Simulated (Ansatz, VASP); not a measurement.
## One calculation of Cu, two programs

Contents of INCAR:

```
PREC     = Accurate       # precision mode
ENCUT    = 520            # plane-wave cutoff, eV
EDIFF    = 1E-6           # SCF threshold, eV
ISMEAR   = 0              # smearing method
SIGMA    = 0.1            # smearing width, eV
LREAL    = F              # projectors in reciprocal space
LASPH    = T              # aspherical terms in the spheres
NELM     = 60             # most SCF steps
ALGO     = Fast           # electronic algorithm
ISIF     = 2              # what is computed and relaxed
LWAVE    = F              # write WAVECAR
LCHARG   = F              # write CHGCAR
GGA      = PE             # functional
NBANDS   = 18             # bands
```

KPOINTS

```
regular mesh
0
Gamma
  18 18 10
```

POSCAR

```
Cu
1.0
    2.6566709257      0.0000000000      0.0000000000
   -1.3283354629      2.3007445112      0.0000000000
    0.0000000000      0.0000000000      4.2498074943
Cu
2
Direct
    0.3333333300      0.6666666700      0.2500000000
    0.6666666700      0.3333333300      0.7500000000
```

Input for Ansatz:

```yaml
crystal:
  lattice:
    - [2.6566709257, 0.0, 0.0]
    - [-1.3283354629, 2.3007445112, 0.0]
    - [0.0, 0.0, 4.2498074943]
  atoms:
    - { symbol: Cu, position: [0.33333333, 0.66666667, 0.25] }
    - { symbol: Cu, position: [0.66666667, 0.33333333, 0.75] }
basis:
  ecutwfc: 420
kpoints:
  mp_grid: { grid: [18, 18, 10] }
hamiltonian:
  xc: pbe
scf:
  occupations: { method: gaussian, width: 0.1 }
output:
  forces: true
  stress: true
  eigenvalues: true
```

Alike in both runs: task single point; functional PBE; k mesh 18 × 18 × 10; occupations gaussian, width 0.1 eV; no spin polarisation.

|  | VASP | Ansatz |
| --- | --- | --- |
| version | VASP 6.6.1 | Ansatz 0.2.0 |
| potentials or method | VASP PAW PBE potentials, release 64 (Cu), cutoff 520 eV | scalar-relativistic, plane waves, PAW |
| valence electrons in the cell | 22 | 38 |

```csv
,VASP,Ansatz,Ansatz less VASP
gap on the k mesh at the Fermi level (eV),none,none,-
pressure (GPa),-8.4,-9.2,-0.77
"traceless stress, the component that is largest in VASP (GPa)",1.58,1.61,+0.028
```

A gap of «none» marks a metal or a gap that the smearing closes. VASP's potentials hold 22 valence electrons a cell and Ansatz's 38, so a difference there can come from the potentials and not from the codes.
